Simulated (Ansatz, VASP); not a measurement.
## Ir: VASP beside Ansatz

INCAR

```
  PREC = Accurate
  ENCUT = 500
  EDIFF = 1E-6
  ISMEAR = -1
  SIGMA = 0.1
  LREAL = False
  LASPH = True
  NELM = 120
  ALGO = Normal
  ISIF = 2
  LWAVE = False
  LCHARG = False
  GGA = B5
  ALDAX = 1.0
  AGGAX = 1.0
  AGGAC = 1.0
  ALDAC = 0.0
  NBANDS = 14
  GGA_COMPAT = False
```

The input KPOINTS:

```
Automatic mesh
0
Gamma
  22 22 22
```

POSCAR

```
Ir
1.0
    0.0000000000      2.0446404034      2.0446404034
    2.0446404034      0.0000000000      2.0446404034
    2.0446404034      2.0446404034      0.0000000000
Ir
1
Direct
    0.0000000000      0.0000000000      0.0000000000
```

Input for Ansatz:

```yaml
crystal:
  lattice:
    - [0.0, 2.0446404034, 2.0446404034]
    - [2.0446404034, 0.0, 2.0446404034]
    - [2.0446404034, 2.0446404034, 0.0]
  atoms:
    - { symbol: Ir, position: [0.0, 0.0, 0.0] }
hamiltonian:
  xc: blyp
  pseudopotentials:
    kind: paw
    azcp:
      Ir: "pseudopotentials/Ir.paw.azcp"
basis:
  ecutwfc: 420
  fft_grid_basis: typed
kpoints:
  mp_grid: { grid: [22, 22, 22], shift: [0, 0, 0] }
magnetization:
  spin_polarized: false
scf:
  occupations: { method: fermi_dirac, width: 0.1 }
output:
  stress: true
```

Alike in both runs: task single point; functional BLYP; k mesh 22 × 22 × 22; occupations fermi-dirac, width 0.1 eV; no spin polarisation.

|  | VASP | Ansatz |
| --- | --- | --- |
| version | VASP 6.6.1 | Ansatz 0.2.0 |
| potentials or method | VASP PAW PBE potentials, release 64 (Ir_sv_GW), cutoff 500 eV | plane waves (420 eV) with PAW, scalar-relativistic |
| valence electrons in the cell | 17 | 17 |

Ansatz gave:

| Quantity | Value |
| --- | --- |
| pressure (GPa) | -24.5 |

Task: Which values does VASP return?

Result: Pressure (GPa): -25.9.

VASP's potentials were made for PBE, not for BLYP. With one functional, cell and mesh, what is left measures potentials, basis and numerics.

Spin-orbit coupling is off throughout.
